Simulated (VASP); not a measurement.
ZrB: single point with PBE

The system is ZrB.

```
Zr B
1.0
     0.00000    2.32500    2.32500
     2.32500    0.00000    2.32500
     2.32500    2.32500    0.00000
Zr B
1 1
Direct
  0.00000 0.00000 0.00000
  0.50000 0.50000 0.50000
```

```yaml
Program: VASP 6.6.1
Task: single point
Functional: PBE
Potentials_or_basis: VASP PAW PBE potentials, release 64 (Zr_sv, B)
Cutoff: 500 eV
k_mesh: 10 × 10 × 10
Occupations: gaussian, width 0.017 eV
Spin: no spin polarisation
```

```json
{
  "Pressure": "34.6 GPa"
}
```

Levels at points of the mesh, in eV from the Fermi level:
```csv
k point,band 6,band 7,band 8,band 9,band 10,band 11
"(0.00, 0.00, 0.00)",1.93,1.93,1.93,3.71,3.71,3.80
"(0.50, 0.00, 0.00)",-3.62,-1.41,-1.41,5.78,5.78,7.38
"(0.50, 0.50, 0.00)",-1.11,-0.30,2.54,2.54,5.48,6.95
```

Run time: 15 s on 1 thread of Intel(R) Xeon(R) Platinum 8259CL CPU @ 2.50GHz (Skylake/Cascade Lake), on a shared host, peak memory 0.14 GiB.
